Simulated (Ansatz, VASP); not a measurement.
Two plane-wave programs on Co

```
Co
1.0
     2.35103    0.00000    0.00000
     0.00000    2.35103    0.00000
     0.00000    0.00000    2.35103
Co
1
Direct
  0.00000 0.00000 0.00000
```

Alike in both runs: task single point; functional BLYP; k mesh 15 × 15 × 15; occupations fermi-dirac, width 0.1 eV; no spin polarisation.

|  | VASP | Ansatz |
| --- | --- | --- |
| version | VASP 6.6.1 | Ansatz 0.2.0 |
| potentials or method | VASP PAW PBE potentials, release 64 (Co), cutoff 520 eV | plane waves (420 eV) with PAW, scalar-relativistic |
| valence electrons in the cell | 9 | 17 |

Ansatz gave:

| Quantity | Value |
| --- | --- |
| pressure (GPa) | -5.6 |

Q: Which values does VASP return?

A: Pressure (GPa): -5.8.

VASP's potentials were made for PBE, not for BLYP. VASP's potentials hold 9 valence electrons a cell and Ansatz's 17, so a difference there can come from the potentials and not from the codes.
